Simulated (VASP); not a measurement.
# ZrSi2 (I4/mmm) in VASP: a series of runs, part 2 of 2

VASP 6.6.1. The steps go on from the part before.

**3. Single point, PBE**

This run uses another cell than the first one, of 16.52 Å³/atom.

File INCAR:

```
PREC     = Accurate       # precision mode
ENCUT    = 520            # plane-wave cutoff, eV
EDIFF    = 1E-7           # SCF threshold, eV
ISMEAR   = 0              # smearing method
SIGMA    = 0.05           # smearing width, eV
LREAL    = False          # projectors in reciprocal space
LASPH    = True           # aspherical terms in the spheres
NELM     = 80             # most SCF steps
ALGO     = Normal         # electronic algorithm
ISIF     = 2              # what is computed and relaxed
LWAVE    = False          # write WAVECAR
LCHARG   = True           # write CHGCAR
GGA      = PE             # functional
LELF     = True           # ELF
LVHAR    = True         
NBANDS   = 17             # bands
```

File KPOINTS:

```
Automatic mesh
0
Gamma
  14 14 14
```

File POSCAR:

```
ZrSi2
1.0
   -1.6438588907      1.6438588907      4.5852081499
    1.6438588907     -1.6438588907      4.5852081499
    1.6438588907      1.6438588907     -4.5852081499
Zr Si
1 2
Direct
    0.0000000000      0.0000000000      0.0000000000
    0.3100427431      0.3100427431      0.0000000000
    0.6899572569      0.6899572569      0.0000000000
```

Potentials or basis: VASP PAW PBE potentials, release 64 (Zr_sv, Si).

The run is started by

```bash
$ cat potpaw_PBE.64/Zr_sv/POTCAR potpaw_PBE.64/Si/POTCAR > POTCAR
$ mpirun -np 1 vasp_std > vasp.out
```

Wall time 3.7 min (1 thread of AMD EPYC 9R45 (Zen 5), shared host); peak memory 0.35 GiB.

It converged, with:

```
Free energy            : -20.5409 eV
Pressure               : 0.0 GPa
Band gap on the k mesh : zero (bands 10 and 11 overlap by 1.49 eV)
```

Stress tensor (GPa, compression positive):
```
-0.02  0.00  0.00
 0.00 -0.02  0.00
 0.00  0.00  0.07
```

Levels at points of the mesh, in eV from the Fermi level:
```
           k point  band 7  band 8  band 9  band 10  band 11  band 12  band 13  band 14
(0.00, 0.00, 0.00)   -4.23   -1.21   -1.21    -0.90     2.53     3.22     3.69     4.60
(0.50, 0.00, 0.00)   -3.65   -3.06   -0.95     0.28     2.00     2.82     3.95     4.05
(0.50, 0.50, 0.00)   -5.45   -4.95   -3.23    -1.62     0.65     1.27     3.32     3.57
(0.50, 0.50, 0.50)   -1.30   -1.15   -0.15    -0.15     1.60     1.60     2.20     3.80
```

**4. Single point, PBE**

This run uses another cell than the first one, of 16.52 Å³/atom.

File INCAR:

```
SYSTEM = ZrSi2
PREC     = Accurate       ! precision mode
ENCUT    = 520            ! plane-wave cutoff, eV
EDIFF    = 1E-6           ! SCF threshold, eV
ISMEAR   = 0              ! smearing method
SIGMA    = 0.05           ! smearing width, eV
LREAL    = .FALSE.        ! projectors in reciprocal space
LASPH    = .TRUE.         ! aspherical terms in the spheres
NELM     = 60             ! most SCF steps
ALGO     = Normal         ! electronic algorithm
ISIF     = 2              ! what is computed and relaxed
LWAVE    = .FALSE.        ! write WAVECAR
LCHARG   = .FALSE.        ! write CHGCAR
GGA      = PE             ! functional
NBANDS   = 17             ! bands
```

File KPOINTS:

```
regular mesh
0
G
  14 14 14
  0 0 0
```

POSCAR is that of step 3.

Potentials or basis: VASP PAW PBE potentials, release 64 (Zr_sv, Si).

The run is started by

```bash
$ cat potpaw_PBE.64/Zr_sv/POTCAR potpaw_PBE.64/Si/POTCAR > POTCAR
$ mpirun -np 1 vasp_std > vasp.out
```

OUTCAR:

```text
SYSTEM = ZrSi2
   PREC = Accurate
   ENCUT = 520
   EDIFF = 1E-6
   ISMEAR = 0
   LREAL = .FALSE.
   LASPH = .TRUE.
   NELM = 60
   ISIF = 2
   GGA = PE

 ion  position               nearest neighbor table
   1  0.000  0.000  0.000-   2 2.84   3 2.84   3 2.91   2 2.91   3 2.91   3 2.91   3 2.91   2 2.91
                             2 2.91   2 2.91
   2  0.310  0.310  0.000-   3 2.57   3 2.57   3 2.57   3 2.57   1 2.84   1 2.91   1 2.91   1 2.91
                             1 2.91
   3  0.690  0.690  0.000-   2 2.57   2 2.57   2 2.57   2 2.57   1 2.84   1 2.91   1 2.91   1 2.91
                             1 2.91

  LATTYP: Found a body centered tetragonal cell.
[... 679 lines left out ...]
  --------------------------------------------------------------------------------------
  -------------------------------------------------------------------------------------
  Total       -0.0066035     -0.0066035      0.0170816      0.0000000     -0.0000000      0.0000000
  in kB       -0.2134708     -0.2134708      0.5521916      0.0000000     -0.0000000      0.0000000
  external PRESSURE =       0.0417500 kB  Pullay stress =       0.0000000 kB

 VOLUME and BASIS-vectors are now :
 -----------------------------------------------------------------------------
  energy-cutoff  :      520.00
  volume of cell :       49.56
      direct lattice vectors                 reciprocal lattice vectors
    -1.643858891  1.643858891  4.585208150     0.000000000  0.304162360  0.109046304
     1.643858891 -1.643858891  4.585208150     0.304162360  0.000000000  0.109046304
     1.643858891  1.643858891 -4.585208150     0.304162360  0.304162360  0.000000000

 POSITION                                       TOTAL-FORCE (eV/Angst)
 -----------------------------------------------------------------------------------
      0.00000      0.00000      0.00000         0.000000      0.000000     -0.000000
      0.00000      0.00000      2.84322        -0.000000     -0.000000     -0.001162
      0.00000      0.00000      6.32720         0.000000      0.000000      0.001162
 -----------------------------------------------------------------------------------
    total drift:                                0.000000     -0.000000      0.000000

  FREE ENERGIE OF THE ION-ELECTRON SYSTEM (eV)
  ---------------------------------------------------
  free  energy   TOTEN  =       -20.5409022882 eV

  energy  without entropy=      -20.5379650557  energy(sigma->0) =      -20.53943367
```

OSZICAR:

```text
N       E                     dE             d eps       ncg     rms          rms(c)
DAV:   1     0.104477803650E+03    0.10448E+03   -0.99392E+03  8296   0.110E+03
DAV:   2    -0.165172690350E+02   -0.12100E+03   -0.11814E+03 10455   0.259E+02
DAV:   3    -0.212986472718E+02   -0.47814E+01   -0.46960E+01 13666   0.418E+01
DAV:   4    -0.213839377479E+02   -0.85290E-01   -0.85206E-01 10770   0.524E+00
DAV:   5    -0.213857796420E+02   -0.18419E-02   -0.18417E-02 12792   0.634E-01    0.142E+01
DAV:   6    -0.205879829640E+02    0.79780E+00   -0.37556E+00 10379   0.989E+00    0.610E+00
DAV:   7    -0.205499165895E+02    0.38066E-01   -0.20578E-01 10047   0.243E+00    0.294E+00
DAV:   8    -0.205408369637E+02    0.90796E-02   -0.31799E-02 11041   0.128E+00    0.360E-01
DAV:   9    -0.205408481267E+02   -0.11163E-04   -0.31584E-03 12076   0.386E-01    0.160E-01
DAV:  10    -0.205409170701E+02   -0.68943E-04   -0.41319E-04 10251   0.165E-01    0.500E-02
DAV:  11    -0.205409026879E+02    0.14382E-04   -0.37991E-05 10220   0.419E-02    0.141E-02
DAV:  12    -0.205409022882E+02    0.39968E-06   -0.18673E-06  8829   0.851E-03
   1 F= -.20540902E+02 E0= -.20539434E+02  d E =-.293723E-02
```

stdout:

```text
POSCAR found type information on POSCAR ZrSi
 POSCAR found :  2 types and       3 ions
 scaLAPACK will be used
 LDA part: xc-table for (Slater+PW92), standard interpolation
 POSCAR, INCAR and KPOINTS ok, starting setup
 FFT: planning ... GRIDC
 FFT: planning ... GRID_SOFT
 FFT: planning ... GRID
 WAVECAR not read
 entering main loop
```

Run time: 3.3 min. Hardware: 1 thread of AMD EPYC 9R45 (Zen 5), shared host; peak memory 0.35 GiB.

Results:

```
Free energy            : -20.5409 eV
Pressure               : 0.0 GPa
Band gap on the k mesh : zero (bands 10 and 11 overlap by 1.49 eV)
```
